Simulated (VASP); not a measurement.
# Sc (P6_3/mmc) in VASP: a series of runs, part 2 of 2

VASP 6.6.1. The steps go on from the part before.

**3. Single point, PBE (volume scaled by 0.4)**

INCAR reads:

```
PREC = Accurate
ENCUT = 520
EDIFF = 1E-7
ISMEAR = -1
SIGMA = 0.08
LREAL = False
LASPH = True
NELM = 100
ALGO = Normal
ISIF = 2
LWAVE = False
LCHARG = True
GGA = PE
LELF = True
LVHAR = True
NBANDS = 18
```

KPOINTS reads:

```
Automatic mesh
0
Gamma
  13 13 7
```

POSCAR reads:

```
Sc
1.0
    2.3645949432      0.0000000000      0.0000000000
   -1.1822974717      2.0477992905      0.0000000000
    0.0000000000      0.0000000000      4.0813603591
Sc
2
Direct
    0.3333333333      0.6666666667      0.2500000000
    0.6666666667      0.3333333333      0.7500000000
```

Potentials or basis: VASP PAW PBE potentials, release 64 (Sc_sv).

Started as:

```sh
> cat potpaw_PBE.64/Sc_sv/POTCAR > POTCAR
> mpirun -np 1 vasp_std > vasp.out
```

OUTCAR:

```text
PREC = Accurate
   ENCUT = 520
   EDIFF = 1E-7
   ISMEAR = -1
   LREAL = False
   LASPH = True
   NELM = 100
   ISIF = 2
   GGA = PE

 ion  position               nearest neighbor table
   1  0.333  0.667  0.250-   2 2.46   2 2.46   2 2.46   2 2.46   2 2.46   2 2.46   2 3.41   2 3.41
                             2 3.41   2 3.41   2 3.41   2 3.41
   2  0.667  0.333  0.750-   1 2.46   1 2.46   1 2.46   1 2.46   1 2.46   1 2.46   1 3.41   1 3.41
                             1 3.41   1 3.41   1 3.41   1 3.41

  LATTYP: Found a hexagonal cell.
 ALAT       =     2.3645949432
 C/A-ratio  =     1.7260293865

  Lattice vectors:

 A1 = (   2.3645949432,   0.0000000000,   0.0000000000)
 A2 = (  -1.1822974717,   2.0477992905,   0.0000000000)
 A3 = (   0.0000000000,   0.0000000000,   4.0813603591)

Analysis of symmetry for initial positions (statically):
=====================================================================
 Subroutine PRICEL returns:
 Original cell was already a primitive cell.

 Routine SETGRP: Setting up the symmetry group for a
 hexagonal supercell.

 Subroutine GETGRP returns: Found 24 space group operations
[... 166 lines left out ...]

 E-fermi :  11.1743     XC(G=0): -14.3253

 val. band max:       11.1485484037   @ k =   0.1538   0.1538   0.2857
 cond. band min:      11.2072888375   @ k =   0.2308   0.2308   0.1429
 fundamental gap:      0.0587404338
 Fermi energy:        11.1743495753

 k-point     1 :       0.0000    0.0000    0.0000
  band No.  band energies     occupation
      1     -38.1879      2.00000
      2     -36.7751      2.00000
      3     -18.5000      2.00000
      4     -13.6912      2.00000
      5     -13.6912      2.00000
      6     -13.6580      2.00000
[... 481 lines left out ...]
      5     -14.4537      2.00000
      6     -13.9659      2.00000
[... 10 lines left out ...]
     17      16.0030      0.00000
     18      16.0074      0.00000

 [... further k-points ...]

------------------------ aborting loop because EDIFF is reached ----------------------------------------

  FORCE on cell =-STRESS in cart. coord.  units (eV):
  Direction    XX          YY          ZZ          XY          YZ          ZX
  --------------------------------------------------------------------------------------
  -------------------------------------------------------------------------------------
  Total       21.3784279     21.3784279     21.2974112     -0.0000000     -0.0000000      0.0000000
  in kB     1733.1544248   1733.1544248   1726.5863843     -0.0000001     -0.0000000      0.0000000
  external PRESSURE =    1730.9650780 kB  Pullay stress =       0.0000000 kB

 VOLUME and BASIS-vectors are now :
 -----------------------------------------------------------------------------
  energy-cutoff  :      520.00
  volume of cell :       19.76
      direct lattice vectors                 reciprocal lattice vectors
     2.364594943  0.000000000  0.000000000     0.422905413  0.244164554  0.000000000
    -1.182297472  2.047799290  0.000000000     0.000000000  0.488329108  0.000000000
     0.000000000  0.000000000  4.081360359     0.000000000  0.000000000  0.245016346

 POSITION                                       TOTAL-FORCE (eV/Angst)
 -----------------------------------------------------------------------------------
     -0.00000      1.36520      1.02034         0.000000      0.000000      0.000000
      1.18230      0.68260      3.06102        -0.000000     -0.000000      0.000000
 -----------------------------------------------------------------------------------
    total drift:                               -0.000000      0.000000     -0.000000

  FREE ENERGIE OF THE ION-ELECTRON SYSTEM (eV)
  ---------------------------------------------------
  free  energy   TOTEN  =        -3.3877196325 eV

  energy  without entropy=       -3.3551439861  energy(sigma->0) =       -3.37143181
```

OSZICAR:

```text
N       E                     dE             d eps       ncg     rms          rms(c)
DAV:   1     0.280012556892E+03    0.28001E+03   -0.11382E+04  3104   0.156E+03
DAV:   2     0.786047339014E+01   -0.27215E+03   -0.26782E+03  3178   0.554E+02
DAV:   3    -0.346922048022E+01   -0.11330E+02   -0.10928E+02  4292   0.147E+02
DAV:   4    -0.366878978902E+01   -0.19957E+00   -0.19735E+00  4268   0.158E+01
DAV:   5    -0.367163616470E+01   -0.28464E-02   -0.28455E-02  4562   0.171E+00    0.326E+01
DAV:   6    -0.343776993811E+01    0.23387E+00   -0.33346E-01  3824   0.824E+00    0.168E+01
DAV:   7    -0.338946047756E+01    0.48309E-01   -0.20905E-01  3960   0.601E+00    0.124E+00
DAV:   8    -0.338777765757E+01    0.16828E-02   -0.16381E-02  3218   0.176E+00    0.591E-02
DAV:   9    -0.338774186648E+01    0.35791E-04   -0.35357E-04  4196   0.283E-01    0.237E-02
DAV:  10    -0.338772572332E+01    0.16143E-04   -0.11172E-05  4580   0.481E-02    0.110E-02
DAV:  11    -0.338772042462E+01    0.52987E-05   -0.60315E-07  3496   0.118E-02    0.110E-03
DAV:  12    -0.338771977582E+01    0.64880E-06   -0.46748E-08  1752   0.345E-03    0.339E-04
DAV:  13    -0.338771963636E+01    0.13945E-06   -0.16009E-08  1704   0.275E-03    0.105E-04
DAV:  14    -0.338771963245E+01    0.39117E-08   -0.53298E-09  1652   0.140E-03
   1 F= -.33877196E+01 E0= -.33714318E+01  d E =-.325756E-01
```

stdout:

```text
POSCAR found type information on POSCAR Sc
 POSCAR found :  1 types and       2 ions
 scaLAPACK will be used
 LDA part: xc-table for (Slater+PW92), standard interpolation
 POSCAR, INCAR and KPOINTS ok, starting setup
 FFT: planning ... GRIDC
 FFT: planning ... GRID_SOFT
 FFT: planning ... GRID
 WAVECAR not read
 entering main loop
```

Wall time 20 s (1 thread of Intel Xeon Platinum 8488C (Sapphire Rapids), shared host); peak memory 0.14 GiB.

What came out:

```
Free energy            : -3.3877 eV
Pressure               : 173.1 GPa
Band gap on the k mesh : zero (band 11 reaches 12.43 eV, above the bottom of band 12 at 9.77 eV)
```

Stress tensor (GPa, compression positive):
```
173.32   0.00   0.00
  0.00 173.32   0.00
  0.00   0.00 172.66
```

Levels at points of the mesh, in eV from the Fermi level:
```tsv
k point	band 8	band 9	band 10	band 11	band 12	band 13	band 14	band 15
(0.00, 0.00, 0.00)	-24.42	-3.74	-2.69	1.25	2.27	2.27	3.26	3.26
```

**4. Single point, PBE (volume scaled by 0.4)**

INCAR reads:

```
SYSTEM = Sc
PREC = Accurate
ENCUT = 520
EDIFF = 1E-6
ISMEAR = -1
SIGMA = 0.08
LREAL = .False.
LASPH = .True.
NELM = 80
ALGO = Normal
ISIF = 2
LWAVE = .False.
LCHARG = .False.
GGA = PE
NBANDS = 18
```

KPOINTS reads:

```
Automatic mesh
0
Gamma
  13 13 7
  0 0 0
```

POSCAR is that of step 3.

Potentials or basis: VASP PAW PBE potentials, release 64 (Sc_sv).

Started as:

```sh
> cat potpaw_PBE.64/Sc_sv/POTCAR > POTCAR
> mpirun -np 1 vasp_std > vasp.out
```

OUTCAR:

```text
SYSTEM = Sc
   PREC = Accurate
   ENCUT = 520
   EDIFF = 1E-6
   ISMEAR = -1
   LREAL = .False.
   LASPH = .True.
   NELM = 80
   ISIF = 2
   GGA = PE

 ion  position               nearest neighbor table
   1  0.333  0.667  0.250-   2 2.46   2 2.46   2 2.46   2 2.46   2 2.46   2 2.46   2 3.41   2 3.41
                             2 3.41   2 3.41   2 3.41   2 3.41
   2  0.667  0.333  0.750-   1 2.46   1 2.46   1 2.46   1 2.46   1 2.46   1 2.46   1 3.41   1 3.41
                             1 3.41   1 3.41   1 3.41   1 3.41

  LATTYP: Found a hexagonal cell.
 ALAT       =     2.3645949432
 C/A-ratio  =     1.7260293865

  Lattice vectors:

 A1 = (   2.3645949432,   0.0000000000,   0.0000000000)
 A2 = (  -1.1822974717,   2.0477992905,   0.0000000000)
 A3 = (   0.0000000000,   0.0000000000,   4.0813603591)

Analysis of symmetry for initial positions (statically):
=====================================================================
 Subroutine PRICEL returns:
 Original cell was already a primitive cell.

 Routine SETGRP: Setting up the symmetry group for a
 hexagonal supercell.

 Subroutine GETGRP returns: Found 24 space group operations
 (whereof 12 operations were pure point group operations)
 out of a pool of 24 trial point group operations.

The static configuration has the point symmetry D_3d.
 The point group associated with its full space group is D_6h.

Analysis of symmetry for dynamics (positions and initial velocities):
=====================================================================
 Subroutine PRICEL returns:
 Original cell was already a primitive cell.

 Routine SETGRP: Setting up the symmetry group for a
 hexagonal supercell.

 Subroutine GETGRP returns: Found 24 space group operations
 (whereof 12 operations were pure point group operations)
 out of a pool of 24 trial point group operations.

The dynamic configuration has the point symmetry D_3d.
 The point group associated with its full space group is D_6h.

 Subroutine INISYM returns: Found 24 space group operations
 (whereof 12 operations are pure point group operations),
 and found     1 'primitive' translations

----------------------------------------------------------------------------------------

                                     Primitive cell

  volume of cell :      19.7628

  direct lattice vectors                    reciprocal lattice vectors
     2.364594943  0.000000000  0.000000000     0.422905413  0.244164554  0.000000000
    -1.182297472  2.047799290  0.000000000     0.000000000  0.488329108  0.000000000
     0.000000000  0.000000000  4.081360359     0.000000000  0.000000000  0.245016346

  length of vectors
     2.364594943  2.364594943  4.081360359     0.488329108  0.488329108  0.245016346

  position of ions in fractional coordinates (direct lattice)
     0.333333333  0.666666667  0.250000000
     0.666666667  0.333333333  0.750000000

  ion indices of the primitive-cell ions
   primitive index   ion index
                 1           1
                 2           2

----------------------------------------------------------------------------------------

 KPOINTS: Automatic mesh

Automatic generation of k-mesh.
 Grid dimensions read from file:
 generate k-points for:   13   13    7

 Generating k-lattice:

  Cartesian coordinates                     Fractional coordinates (reciprocal lattice)
     0.032531186  0.018781889  0.000000000     0.076923077  0.000000000  0.000000000
     0.000000000  0.037563778  0.000000000     0.000000000  0.076923077  0.000000000
     0.000000000  0.000000000  0.035002335     0.000000000  0.000000000  0.142857143

  Length of vectors
     0.037563778  0.037563778  0.035002335

  Shift w.r.t. Gamma in fractional coordinates (k-lattice)
     0.000000000  0.000000000  0.000000000

 Subroutine IBZKPT returns following result:
 ===========================================

 Found     84 irreducible k-points:

 Following reciprocal coordinates:
            Coordinates               Weight
  0.000000  0.000000  0.000000      1.000000
  0.076923 -0.000000  0.000000      6.000000
  0.153846 -0.000000  0.000000      6.000000
  0.230769 -0.000000  0.000000      6.000000
  0.307692 -0.000000  0.000000      6.000000
  0.384615 -0.000000  0.000000      6.000000
[... 16 lines left out ...]
  0.076923 -0.000000  0.142857     12.000000
  0.153846 -0.000000  0.142857     12.000000
 [... further k-points ...]
   k-points           NKPTS =     84   k-points in BZ     NKDIM =     84   number of bands    NBANDS=     18
   number of dos      NEDOS =    301   number of ions     NIONS =      2
   total plane-waves  NPLWV =   9720
   dimension x,y,z NGX =    18 NGY =   18 NGZ =   30
   dimension x,y,z NGXF=    36 NGYF=   36 NGZF=   60
   ions per type =               2
   NGX,Y,Z   is equivalent  to a cutoff of  12.66, 12.66, 12.22 a.u.
   NGXF,Y,Z  is equivalent  to a cutoff of  25.31, 25.31, 24.44 a.u.
 SYSTEM =  Sc
   PREC   = accura    normal or accurate (medium, high low for compatibility)
   ISTART =      0    job   : 0-new  1-cont  2-samecut
   ICHARG =      2    charge: 1-file 2-atom 10-const
   ISPIN  =      1    spin polarized calculation?
   LNONCOLLINEAR =      F non collinear calculations
   LSORBIT =      F    spin-orbit coupling
   LASPH  =      T    aspherical Exc in radial PAW
   ENCUT  =  520.0 eV  38.22 Ry    6.18 a.u.   4.40  4.40  7.59*2*pi/ulx,y,z
   NELM   =     80;   NELMIN=  2; NELMDL= -5     # of ELM steps
   EDIFF  = 0.1E-05   stopping-criterion for ELM
   LREAL  =      F    real-space projection
   EDIFFG = 0.1E-04   stopping-criterion for IOM
   NSW    =      0    number of steps for IOM
   IBRION =     -1    ionic relax: 0-MD 1-quasi-New 2-CG
   NFREE  =      0    steps in history (QN), initial steepest desc. (CG)
   ISIF   =      2    stress and relaxation
   ISYM   =      2    0-nonsym 1-usesym 2-fastsym
   POTIM  = 0.5000    time-step for ionic-motion
   TEBEG  =    0.0;   TEEND  =   0.0 temperature during run
   PSTRESS=    0.0 pullay stress
   NELECT =      22.0000    total number of electrons
   NUPDOWN=      -1.0000    fix difference up-down
   EMIN   =  10.00;   EMAX   =-10.00  energy-range for DOS
   EFERMI =   0.00;   METHOD = LEGACY
   ISMEAR =    -1;   SIGMA  =   0.08  broadening in eV -4-tet -1-fermi 0-gaus
   EFERMI_NEDOS =   21; number of points for ismear=-14 and -15
   IALGO  =     38    algorithm
   IMIX   =      4    mixing-type and parameters
     AMIX     =   0.40;   BMIX     =  1.00
     AMIX_MAG =   1.60;   BMIX_MAG =  1.00
  volume/ion in A,a.u.               =       9.88        66.68
  Fermi-wavevector in a.u.,A,eV,Ry     =   1.696678  3.206256 39.167300  2.878715
  Thomas-Fermi vector in A             =   2.777497
   LORBIT       =      0    0 simple, 1 ext, 2 COOP (PROOUT), +10 PAW based schemes
   GGA     = PE    functional components
   LHFCALC =     F    Hartree Fock is set to
   AEXX    =    0.0000 exact exchange contribution
   IVDW    =     0    specifies the selected vdW correction
   LEPSILON=     F    determine dielectric tensor
   LRPA    =     F    only Hartree local field effects (RPA)
 non-spin polarized calculation
  energy-cutoff  :      520.00
  volume of cell :       19.76
 maximum number of plane-waves:       551
 NGX is ok and might be reduce to    18
   NGX =  9   NGY =  9   NGZ = 15

 number of electron      22.0000000 magnetization

 Free energy of the ion-electron system (eV)
  ---------------------------------------------------
  ext. energy  EPLUGINS =         0.00000000
  ---------------------------------------------------
  free energy    TOTEN  =        -3.38771967 eV

  energy without entropy =       -3.35514414  energy(sigma->0) =       -3.37143191

 E-fermi :  11.1744     XC(G=0): -14.3253

 val. band max:       11.1485665477   @ k =   0.1538   0.1538   0.2857
 cond. band min:      11.2073146206   @ k =   0.2308   0.2308   0.1429
 fundamental gap:      0.0587480729
 Fermi energy:        11.1743686375

 k-point     1 :       0.0000    0.0000    0.0000
  band No.  band energies     occupation
      1     -38.1879      2.00000
      2     -36.7751      2.00000
      3     -18.5000      2.00000
      4     -13.6912      2.00000
      5     -13.6912      2.00000
      6     -13.6580      2.00000
[... 10 lines left out ...]
     17      16.3826      0.00000
     18      16.8628      0.00000
[... 466 lines left out ...]
      2     -36.6479      2.00000
      3     -17.9461      2.00000
      4     -14.7733      2.00000
      5     -14.4537      2.00000
      6     -13.9658      2.00000
[... 10 lines left out ...]
     17      16.0030      0.00000
     18      16.0074      0.00000

 [... further k-points ...]

------------------------ aborting loop because EDIFF is reached ----------------------------------------

  FORCE on cell =-STRESS in cart. coord.  units (eV):
  Direction    XX          YY          ZZ          XY          YZ          ZX
  --------------------------------------------------------------------------------------
  -------------------------------------------------------------------------------------
  Total       21.3774890     21.3774890     21.2959802     -0.0000000      0.0000000      0.0000000
  in kB     1733.0783096   1733.0783096   1726.4703746     -0.0000001      0.0000000      0.0000000
  external PRESSURE =    1730.8756646 kB  Pullay stress =       0.0000000 kB

 VOLUME and BASIS-vectors are now :
 -----------------------------------------------------------------------------
  energy-cutoff  :      520.00
  volume of cell :       19.76
      direct lattice vectors                 reciprocal lattice vectors
     2.364594943  0.000000000  0.000000000     0.422905413  0.244164554  0.000000000
    -1.182297472  2.047799290  0.000000000     0.000000000  0.488329108  0.000000000
     0.000000000  0.000000000  4.081360359     0.000000000  0.000000000  0.245016346

 POSITION                                       TOTAL-FORCE (eV/Angst)
 -----------------------------------------------------------------------------------
     -0.00000      1.36520      1.02034         0.000000     -0.000000      0.000000
      1.18230      0.68260      3.06102        -0.000000      0.000000      0.000000
 -----------------------------------------------------------------------------------
    total drift:                               -0.000000      0.000000     -0.000000

  FREE ENERGIE OF THE ION-ELECTRON SYSTEM (eV)
  ---------------------------------------------------
  free  energy   TOTEN  =        -3.3877196731 eV

  energy  without entropy=       -3.3551441385  energy(sigma->0) =       -3.37143191
```

OSZICAR:

```text
N       E                     dE             d eps       ncg     rms          rms(c)
DAV:   1     0.280012556892E+03    0.28001E+03   -0.11382E+04  3104   0.156E+03
DAV:   2     0.786047339014E+01   -0.27215E+03   -0.26782E+03  3178   0.554E+02
DAV:   3    -0.346922048022E+01   -0.11330E+02   -0.10928E+02  4292   0.147E+02
DAV:   4    -0.366878978902E+01   -0.19957E+00   -0.19735E+00  4268   0.158E+01
DAV:   5    -0.367163616470E+01   -0.28464E-02   -0.28455E-02  4562   0.171E+00    0.326E+01
DAV:   6    -0.343776993811E+01    0.23387E+00   -0.33346E-01  3824   0.824E+00    0.168E+01
DAV:   7    -0.338946047756E+01    0.48309E-01   -0.20905E-01  3960   0.601E+00    0.124E+00
DAV:   8    -0.338777765757E+01    0.16828E-02   -0.16381E-02  3218   0.176E+00    0.591E-02
DAV:   9    -0.338774186648E+01    0.35791E-04   -0.35357E-04  4196   0.283E-01    0.237E-02
DAV:  10    -0.338772571033E+01    0.16156E-04   -0.11048E-05  4252   0.481E-02    0.109E-02
DAV:  11    -0.338772041318E+01    0.52972E-05   -0.57699E-07  1842   0.132E-02    0.134E-03
DAV:  12    -0.338771967314E+01    0.74004E-06   -0.12078E-07  1678   0.697E-03
   1 F= -.33877197E+01 E0= -.33714319E+01  d E =-.325755E-01
```

Run time: 20 s. Hardware: 1 thread of Intel Xeon Platinum 8488C (Sapphire Rapids), shared host; peak memory 0.14 GiB.

Results:

| Quantity | Value |
| --- | --- |
| Free energy | -3.3877 eV |
| Pressure | 173.1 GPa |
| Band gap on the k mesh | zero (band 11 reaches 12.43 eV, above the bottom of band 12 at 9.77 eV) |

Stress tensor (GPa, compression positive):
```
173.31   0.00   0.00
  0.00 173.31   0.00
  0.00   0.00 172.65
```
